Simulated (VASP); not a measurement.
Wanted: the native input for a VASP 6.6.1 run.

```
Task                   : dielectric tensor
Functional             : r2SCAN
Potentials or basis    : VASP PAW PBE potentials, release 64 (Cd, S)
Cutoff                 : 520 eV
k mesh                 : 6 × 6 × 6
Occupations            : gaussian, width 0.01 eV
Spin                   : no spin polarisation
Dipole correction      : no
Further INCAR settings : ALGO = Normal; EDIFF = 1e-08
```

The structure of CdS lies in POSCAR:

```
CdS
1.0
    0.0000000000      2.8804305462      3.0234619263
    2.8804305462      0.0000000000      3.0234619263
    2.8804305462      2.8804305462      0.0000000000
Cd S
1 1
Direct
    0.0000000000      0.0000000000      0.0000000000
    0.2500000000      0.2500000000      0.2500000000
```

This cell differs from its parent crystal: epitaxial xy strain -2.0%.

The input as run:

INCAR

```
  ALGO = Normal
  EDIFF = 1E-8
  ENCUT = 520
  ISIF = 2
  ISMEAR = 0
  LASPH = T
  LCALCEPS = T
  LCHARG = F
  LMIXTAU = T
  LREAL = F
  LWAVE = F
  METAGGA = R2SCAN
  NELM = 100
  PREC = Accurate
  SIGMA = 0.01
```

KPOINTS

```
k-points
0
Gamma
  6 6 6
```

Potentials or basis: VASP PAW PBE potentials, release 64 (Cd, S).

The run is started by

```sh
$ cat potpaw_PBE.64/Cd/POTCAR potpaw_PBE.64/S/POTCAR > POTCAR
$ mpirun -np 1 vasp_std > vasp.out
```

Results of the run:

The band gap on the k mesh is 1.51 eV and the electronic dielectric tensor (diagonal) is 5.35, 5.35, 5.50. The born charges (mean of the diagonal) is Cd +2.18; S -2.18 e.

Caveat: the cell differs from its parent crystal (epitaxial xy strain -2.0%); the structure was generated, so it needn't be the stable form of CdS.

Wall time 28 min on 1 thread of Intel(R) Xeon(R) Platinum 8375C CPU @ 2.90GHz (Ice Lake), on a shared host, peak memory 0.43 GiB.
